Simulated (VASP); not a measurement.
Here is a VASP 6.6.1 calculation.

Contents of INCAR:

```
SYSTEM = Na
PREC = Accurate
ENCUT = 500
EDIFF = 1E-6
ISMEAR = -1
SIGMA = 0.1
LREAL = .FALSE.
LASPH = .TRUE.
NELM = 200
ALGO = Normal
ISIF = 2
LWAVE = .FALSE.
LCHARG = .TRUE.
LNONCOLLINEAR = .TRUE.
MAGMOM = 0 0 0
LORBIT = 11
LSORBIT = .TRUE.
GGA_COMPAT = .FALSE.
LORBMOM = .TRUE.
LVHAR = .TRUE.
NBANDS = 18
```

File KPOINTS:

```
regular mesh
0
G
  11 11 11
  0 0 0
```

The input POSCAR:

```
Na
1.0
    0.0000000000      2.5584005384      2.5584005384
    2.5584005384      0.0000000000      2.5584005384
    2.5584005384      2.5584005384      0.0000000000
Na
1
Direct
    0.0000000000      0.0000000000      0.0000000000
```

Potentials or basis: VASP PAW LDA potentials, release 64 (Na_pv).

Run with:

```bash
$ cat potpaw_LDA.64/Na_pv/POTCAR > POTCAR
$ mpirun -np 1 vasp_ncl > vasp.out
```

Predict the pressure.

-0.1 GPa.

What does it give for the net moment?

0.00 μB per cell.

Moments on the atoms (μB; x, y, z):
```
Na  0.00 0.00 0.00
```
